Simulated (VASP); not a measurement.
# BaZrO3 (Pm-3m) in VASP: further runs, part 2 of 2

VASP 6.6.1.

### 3 Single point, LDA

File INCAR:

```
ALGO = Normal
EDIFF = 1E-6
ENCUT = 520
GGA = CA
ISIF = 2
ISMEAR = 0
LASPH = True
LCHARG = False
LREAL = False
LWAVE = False
NBANDS = 28
NELM = 80
PREC = Accurate
SIGMA = 0.01
```

File KPOINTS:

```
k-points
0
Gamma
  4 4 4
```

File POSCAR:

```
BaZrO3
1.0
    4.1176254978      0.0000000000      0.0000000000
    0.0000000000      4.1176254978      0.0000000000
    0.0000000000      0.0000000000      4.1176254978
Ba Zr O
1 1 3
Direct
    0.0000000000      0.0000000000      0.0000000000
    0.5000000000      0.5000000000      0.5000000000
    0.0000000000      0.5000000000      0.5000000000
    0.5000000000      0.0000000000      0.5000000000
    0.5000000000      0.5000000000      0.0000000000
```

Potentials or basis: VASP PAW LDA potentials, release 64 (Ba_sv, Zr_sv, O).

Launch:

```
$ cat potpaw_LDA.64/Ba_sv/POTCAR potpaw_LDA.64/Zr_sv/POTCAR potpaw_LDA.64/O/POTCAR > POTCAR
$ mpirun -np 1 vasp_std > vasp.out
```

OUTCAR:

```text
EDIFF = 1E-6
   ENCUT = 520
   GGA = CA
   ISIF = 2
   ISMEAR = 0
   LASPH = True
   LREAL = False
   NELM = 80
   PREC = Accurate

 ion  position               nearest neighbor table
   1  0.000  0.000  0.000-   3 2.91   4 2.91   5 2.91   3 2.91   4 2.91   3 2.91   5 2.91   3 2.91
                             4 2.91   5 2.91   4 2.91   5 2.91   2 3.57   2 3.57   2 3.57   2 3.57
   2  0.500  0.500  0.500-   3 2.06   4 2.06   5 2.06   5 2.06   4 2.06   3 2.06   1 3.57   1 3.57
                             1 3.57   1 3.57   1 3.57   1 3.57   1 3.57   1 3.57
   3  0.000  0.500  0.500-   2 2.06   2 2.06   1 2.91   1 2.91   1 2.91   1 2.91
   4  0.500  0.000  0.500-   2 2.06   2 2.06   1 2.91   1 2.91   1 2.91   1 2.91
   5  0.500  0.500  0.000-   2 2.06   2 2.06   1 2.91   1 2.91   1 2.91   1 2.91

  LATTYP: Found a simple cubic cell.
 ALAT       =     4.1176254978

  Lattice vectors:

 A1 = (   4.1176254978,   0.0000000000,   0.0000000000)
 A2 = (   0.0000000000,   4.1176254978,   0.0000000000)
 A3 = (   0.0000000000,   0.0000000000,   4.1176254978)

Analysis of symmetry for initial positions (statically):
=====================================================================
 Subroutine PRICEL returns:
 Original cell was already a primitive cell.

 Routine SETGRP: Setting up the symmetry group for a
 simple cubic supercell.

 Subroutine GETGRP returns: Found 48 space group operations
 (whereof 48 operations were pure point group operations)
 out of a pool of 48 trial point group operations.

The static configuration has the point symmetry O_h .

Analysis of symmetry for dynamics (positions and initial velocities):
=====================================================================
 Subroutine PRICEL returns:
 Original cell was already a primitive cell.

 Routine SETGRP: Setting up the symmetry group for a
 simple cubic supercell.

 Subroutine GETGRP returns: Found 48 space group operations
 (whereof 48 operations were pure point group operations)
 out of a pool of 48 trial point group operations.

The dynamic configuration has the point symmetry O_h .

 Subroutine INISYM returns: Found 48 space group operations
 (whereof 48 operations are pure point group operations),
 and found     1 'primitive' translations

----------------------------------------------------------------------------------------

                                     Primitive cell

  volume of cell :      69.8137

  direct lattice vectors                    reciprocal lattice vectors
     4.117625498  0.000000000  0.000000000     0.242858415  0.000000000  0.000000000
     0.000000000  4.117625498  0.000000000     0.000000000  0.242858415  0.000000000
     0.000000000  0.000000000  4.117625498     0.000000000  0.000000000  0.242858415

  length of vectors
     4.117625498  4.117625498  4.117625498     0.242858415  0.242858415  0.242858415

  position of ions in fractional coordinates (direct lattice)
     0.000000000  0.000000000  0.000000000
     0.500000000  0.500000000  0.500000000
     0.000000000  0.500000000  0.500000000
     0.500000000  0.000000000  0.500000000
     0.500000000  0.500000000  0.000000000

  ion indices of the primitive-cell ions
   primitive index   ion index
                 1           1
                 2           2
[... 22 lines left out ...]
  Shift w.r.t. Gamma in fractional coordinates (k-lattice)
     0.000000000  0.000000000  0.000000000

 Subroutine IBZKPT returns following result:
 ===========================================

 Found     10 irreducible k-points:

 Following reciprocal coordinates:
            Coordinates               Weight
  0.000000  0.000000  0.000000      1.000000
  0.250000  0.000000  0.000000      6.000000
  0.500000  0.000000  0.000000      3.000000
  0.250000  0.250000  0.000000     12.000000
  0.500000  0.250000  0.000000     12.000000
  0.500000  0.500000  0.000000      3.000000
  0.250000  0.250000  0.250000      8.000000
  0.500000  0.250000  0.250000     12.000000
  0.500000  0.500000  0.250000      6.000000
  0.500000  0.500000  0.500000      1.000000
   k-points           NKPTS =     10   k-points in BZ     NKDIM =     10   number of bands    NBANDS=     28
   number of dos      NEDOS =    301   number of ions     NIONS =      5
   total plane-waves  NPLWV =  32768
   dimension x,y,z NGX =    32 NGY =   32 NGZ =   32
   dimension x,y,z NGXF=    64 NGYF=   64 NGZF=   64
   ions per type =               1   1   3
   NGX,Y,Z   is equivalent  to a cutoff of  12.92, 12.92, 12.92 a.u.
   NGXF,Y,Z  is equivalent  to a cutoff of  25.84, 25.84, 25.84 a.u.
 SYSTEM =  unknown system
   PREC   = accura    normal or accurate (medium, high low for compatibility)
   ISTART =      0    job   : 0-new  1-cont  2-samecut
   ICHARG =      2    charge: 1-file 2-atom 10-const
   ISPIN  =      1    spin polarized calculation?
   LNONCOLLINEAR =      F non collinear calculations
   LSORBIT =      F    spin-orbit coupling
   LASPH  =      T    aspherical Exc in radial PAW
   ENCUT  =  520.0 eV  38.22 Ry    6.18 a.u.   7.66  7.66  7.66*2*pi/ulx,y,z
   NELM   =     80;   NELMIN=  2; NELMDL= -5     # of ELM steps
   EDIFF  = 0.1E-05   stopping-criterion for ELM
   LREAL  =      F    real-space projection
[... 7 lines left out ...]
   TEBEG  =    0.0;   TEEND  =   0.0 temperature during run
   PSTRESS=    0.0 pullay stress
   NELECT =      40.0000    total number of electrons
   NUPDOWN=      -1.0000    fix difference up-down
   EMIN   =  10.00;   EMAX   =-10.00  energy-range for DOS
   EFERMI =   0.00;   METHOD = LEGACY
   ISMEAR =     0;   SIGMA  =   0.01  broadening in eV -4-tet -1-fermi 0-gaus
   EFERMI_NEDOS =   21; number of points for ismear=-14 and -15
   IALGO  =     38    algorithm
   IMIX   =      4    mixing-type and parameters
     AMIX     =   0.40;   BMIX     =  1.00
     AMIX_MAG =   1.60;   BMIX_MAG =  1.00
  volume/ion in A,a.u.               =      13.96        94.23
  Fermi-wavevector in a.u.,A,eV,Ry     =   1.359715  2.569489 25.154801  1.848826
  Thomas-Fermi vector in A             =   2.486439
   LORBIT       =      0    0 simple, 1 ext, 2 COOP (PROOUT), +10 PAW based schemes
   GGA     = CA    functional components
   LHFCALC =     F    Hartree Fock is set to
   AEXX    =    0.0000 exact exchange contribution
   IVDW    =     0    specifies the selected vdW correction
   LEPSILON=     F    determine dielectric tensor
   LRPA    =     F    only Hartree local field effects (RPA)
 non-spin polarized calculation
 Gauss-broadening in eV      SIGMA  =   0.01
  energy-cutoff  :      520.00
  volume of cell :       69.81
 maximum number of plane-waves:      1924
 NGX is ok and might be reduce to    32
   NGX = 15   NGY = 15   NGZ = 15

 number of electron      40.0000022 magnetization

 Free energy of the ion-electron system (eV)
  ---------------------------------------------------
  ext. energy  EPLUGINS =         0.00000000
  ---------------------------------------------------
  free energy    TOTEN  =       -45.69153780 eV

  energy without entropy =      -45.69153780  energy(sigma->0) =      -45.69153780

 E-fermi :   3.9782     XC(G=0): -11.5017

 val. band max:        3.8699586151   @ k =   0.5000   0.5000   0.5000
 cond. band min:       7.0369544986   @ k =   0.0000   0.0000   0.0000
 fundamental gap:      3.1669958836
 Fermi energy:         3.9782478226

 k-point     1 :       0.0000    0.0000    0.0000
  band No.  band energies     occupation
      1     -42.4763      2.00000
      2     -21.1174      2.00000
      3     -20.8942      2.00000
      4     -20.8942      2.00000
      5     -20.8942      2.00000
      6     -12.2734      2.00000
[... 299 lines left out ...]
     27      13.3970      0.00000
     28      13.3970      0.00000

------------------------ aborting loop because EDIFF is reached ----------------------------------------

  FORCE on cell =-STRESS in cart. coord.  units (eV):
  Direction    XX          YY          ZZ          XY          YZ          ZX
  --------------------------------------------------------------------------------------
  -------------------------------------------------------------------------------------
  Total        2.4673161      2.4673161      2.4673161      0.0000000     -0.0000000      0.0000000
  in kB       56.6232557     56.6232557     56.6232557      0.0000000     -0.0000000      0.0000000
  external PRESSURE =      56.6232557 kB  Pullay stress =       0.0000000 kB

 VOLUME and BASIS-vectors are now :
 -----------------------------------------------------------------------------
  energy-cutoff  :      520.00
  volume of cell :       69.81
      direct lattice vectors                 reciprocal lattice vectors
     4.117625498  0.000000000  0.000000000     0.242858415  0.000000000  0.000000000
     0.000000000  4.117625498  0.000000000     0.000000000  0.242858415  0.000000000
     0.000000000  0.000000000  4.117625498     0.000000000  0.000000000  0.242858415

 POSITION                                       TOTAL-FORCE (eV/Angst)
 -----------------------------------------------------------------------------------
      0.00000      0.00000      0.00000         0.000000      0.000000      0.000000
      2.05881      2.05881      2.05881         0.000000      0.000000      0.000000
      0.00000      2.05881      2.05881         0.000000      0.000000      0.000000
      2.05881      0.00000      2.05881         0.000000      0.000000      0.000000
      2.05881      2.05881      0.00000         0.000000      0.000000      0.000000
 -----------------------------------------------------------------------------------
    total drift:                                0.000000     -0.000000     -0.000000

  FREE ENERGIE OF THE ION-ELECTRON SYSTEM (eV)
  ---------------------------------------------------
  free  energy   TOTEN  =       -45.6915377990 eV

  energy  without entropy=      -45.6915377990  energy(sigma->0) =      -45.69153780
```

stdout:

```text
POSCAR found type information on POSCAR BaZrO
 POSCAR found :  3 types and       5 ions
 scaLAPACK will be used
 LDA part: xc-table for (Slater(with rela. corr.)+CA(PZ))
 , standard interpolation
 POSCAR, INCAR and KPOINTS ok, starting setup
 FFT: planning ... GRIDC
 FFT: planning ... GRID_SOFT
 FFT: planning ... GRID
 WAVECAR not read
 entering main loop
```

Run time: 18 s. Hardware: 1 thread of AMD EPYC 7R43 (Zen 3), shared host; peak memory 0.13 GiB.

Results:

```yaml
Free_energy: -45.6915 eV
Pressure: 5.7 GPa
Band_gap_on_the_k_mesh: 3.17 eV, indirect (least direct gap 3.31 eV)
```

Caveat: spin-orbit coupling is left out, which moves the levels of the heavy elements.

### 4 Single point, LDA

This run uses another cell than the first one, of 13.75 Å³/atom, 0.985 times its volume.

File INCAR:

```
ALGO = Normal ; EDIFF = 1E-7
ENCUT = 520 ; GGA = CA
ISIF = 2 ; ISMEAR = 0
LASPH = True ; LCHARG = False
LREAL = False ; LWAVE = False
NBANDS = 28 ; NELM = 60
PREC = Accurate ; SIGMA = 0.01
```

KPOINTS is that of step 3.

Changes to POSCAR since step 3:

```diff
@@ -2,5 +2,5 @@
 1.0
-    4.1176254978      0.0000000000      0.0000000000
-    0.0000000000      4.1176254978      0.0000000000
-    0.0000000000      0.0000000000      4.1176254978
+    4.0969601340      0.0000000000      0.0000000000
+    0.0000000000      4.0969601340      0.0000000000
+    0.0000000000      0.0000000000      4.0969601340
 Ba Zr O
```

Launch:

```
$ cat potpaw_LDA.64/Ba_sv/POTCAR potpaw_LDA.64/Zr_sv/POTCAR potpaw_LDA.64/O/POTCAR > POTCAR
$ mpirun -np 1 vasp_std > vasp.out
```

Run time: 17 s. Hardware: 1 thread of AMD EPYC 7R43 (Zen 3), shared host; peak memory 0.12 GiB.

Results (log left out):

- Free energy: -45.6433 eV
- Pressure: 8.8 GPa
- Band gap on the k mesh: 3.19 eV, indirect (least direct gap 3.32 eV)

Levels at points of the mesh, in eV from the valence-band top:
| k point | band 17 | band 18 | band 19 | band 20 | band 21 | band 22 | band 23 | band 24 |
| --- | --- | --- | --- | --- | --- | --- | --- | --- |
| (0.00, 0.00, 0.00) | -1.11 | -0.12 | -0.12 | -0.12 | 3.19 | 3.19 | 3.19 | 4.59 |
| (0.50, 0.00, 0.00) | -1.86 | -1.86 | -0.32 | -0.32 | 3.72 | 6.10 | 6.10 | 6.59 |
| (0.50, 0.50, 0.00) | -0.92 | -0.92 | -0.59 | -0.09 | 6.06 | 6.06 | 6.76 | 6.89 |
| (0.50, 0.50, 0.50) | -2.57 | 0.00 | 0.00 | 0.00 | 6.18 | 6.18 | 6.18 | 7.57 |

Caveat: spin-orbit coupling is left out, which moves the levels of the heavy elements. A k mesh can miss the band edges.
